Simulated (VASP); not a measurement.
Cu: single point with PBE

The system is Cu.

```xyz
1
Lattice="0.0000 1.8149 1.8149 1.8149 0.0000 1.8149 1.8149 1.8149 0.0000" Properties=species:S:1:pos:R:3 pbc="T T T"
Cu    0.0000    0.0000    0.0000
```

```yaml
Program: VASP 6.6.1
Task: single point
Functional: PBE
Potentials_or_basis: VASP PAW PBE potentials, release 64 (Cu)
Cutoff: 520 eV
k_mesh: 20 × 20 × 20
Occupations: gaussian, width 0.1 eV
Spin: no spin polarisation
```

```yaml
Pressure: 0.6 GPa
```

Levels at points of the mesh, in eV from the Fermi level:
```csv
k point,band 3,band 4,band 5,band 6,band 7,band 8,band 9,band 10
"(0.00, 0.00, 0.00)",-2.96,-2.96,-2.16,-2.16,22.52,25.07,25.07,25.07
"(0.50, 0.00, 0.00)",-2.99,-1.60,-1.60,-0.94,3.72,21.02,21.91,21.91
"(0.50, 0.50, 0.00)",-1.62,-1.46,-1.46,1.53,7.06,13.01,13.01,17.48
```

Run time: 39 s on 1 thread of Intel(R) Xeon(R) Platinum 8259CL CPU @ 2.50GHz (Skylake/Cascade Lake) (shared host), peak memory 0.15 GiB.
